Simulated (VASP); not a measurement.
# MoS2: single point with PBE

Crystal: MoS2.

```
Mo S
1.0
     3.10431    0.00000    0.00000
    -1.55215    2.68841    0.00000
     0.00000    0.00000   12.07242
Mo S
2 4
Direct
  0.66667 0.33333 0.75000
  0.33333 0.66667 0.25000
  0.66667 0.33333 0.37700
  0.33333 0.66667 0.87700
  0.66667 0.33333 0.12300
  0.33333 0.66667 0.62300
```

```json
{
  "Program": "VASP 6.6.1",
  "Task": "single point",
  "Functional": "PBE",
  "Potentials or basis": "VASP PAW PBE potentials, release 64 (Mo_sv, S)",
  "Cutoff": "520 eV",
  "k mesh": "10 × 10 × 3",
  "Occupations": "fermi-dirac, width 0.05 eV",
  "Spin": "no spin polarisation",
  "Dipole correction": "no",
  "Further INCAR settings": "ALGO = Normal; EDIFF = 1e-06; NBANDS = 35"
}
```

| Quantity | Value |
| --- | --- |
| Pressure | 12.6 GPa |
| Largest force | 0.988 eV/Å |
| Band gap on the k mesh | 0.88 eV, indirect (least direct gap 2.03 eV) |

Forces on the atoms (eV/Å):
```
Mo   0.000  0.000  0.000
Mo   0.000  0.000  0.000
S    0.000  0.000  0.988
S    0.000  0.000  0.988
S    0.000  0.000 -0.988
S    0.000  0.000 -0.988
```

Stress tensor (GPa, compression positive):
```
12.07  0.00  0.00
 0.00 12.07  0.00
 0.00  0.00 13.57
```

Levels at points of the mesh, in eV from the valence-band top:
| k point | band 22 | band 23 | band 24 | band 25 | band 26 | band 27 | band 28 | band 29 | band 30 | band 31 |
| --- | --- | --- | --- | --- | --- | --- | --- | --- | --- | --- |
| (0.00, 0.00, 0.00) | -2.31 | -2.31 | -1.36 | -1.24 | 0.00 | 2.19 | 2.19 | 2.22 | 2.22 | 2.43 |
| (0.50, 0.00, 0.00) | -2.64 | -1.82 | -1.60 | -1.55 | -1.42 | 1.71 | 1.76 | 2.12 | 2.43 | 2.97 |

Wall time 46 s on 1 thread of Intel(R) Xeon(R) 6975P-C (Granite Rapids), with other jobs on the host, peak memory 0.25 GiB.

Caveat: this functional lacks dispersion, which binds the layers, so the pressure and a relaxed spacing across them are unreliable. A k mesh can miss the band edges.
